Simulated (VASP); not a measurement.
GaN, 4 atoms in the cell. It takes space group P6_3mc (No. 186, hexagonal). Conventional cell: a = 3.152 Å, b = 3.152 Å, c = 5.113 Å, α = 90.00°, β = 90.00°, γ = 120.00°. Within 2.6 Å of Ga (site symmetry 3m) lie 4 N at 1.92 to 1.93 Å. Within 2.6 Å of N (site symmetry 3m) lie 4 Ga at 1.92 to 1.93 Å.  This cell differs from its parent crystal: z stretched by -0.5 %, x and y held.

```yaml
Program: VASP 6.6.1
Task: relaxation of the atoms
Functional: LDA
Potentials_or_basis: VASP PAW LDA potentials, release 64 (Ga_d, N)
Cutoff: 520 eV
k_mesh: 8 × 8 × 4
Occupations: gaussian, width 0.01 eV
Spin: no spin polarisation
Dipole_correction: no
Further_INCAR_settings: ALGO = Normal; EDIFF = 1e-06; IBRION = 2; EDIFFG = -0.002; NSW = 50
```

Potentials or basis: VASP PAW LDA potentials, release 64 (Ga_d, N).

Command:

```bash
$ cat potpaw_LDA.64/Ga_d/POTCAR potpaw_LDA.64/N/POTCAR > POTCAR
$ mpirun -np 1 vasp_std > vasp.out
```

Hardware: 1 thread of Intel(R) Xeon(R) Platinum 8259CL CPU @ 2.50GHz (Skylake/Cascade Lake), with other jobs on the host.

**Question.** Estimate the wall time of this run.

**Answer.** Run time: 35 s on 1 thread of Intel(R) Xeon(R) Platinum 8259CL CPU @ 2.50GHz (Skylake/Cascade Lake), on a shared host, peak memory 0.15 GiB. Counts: scf iterations 22, k points 30, ion steps 3.
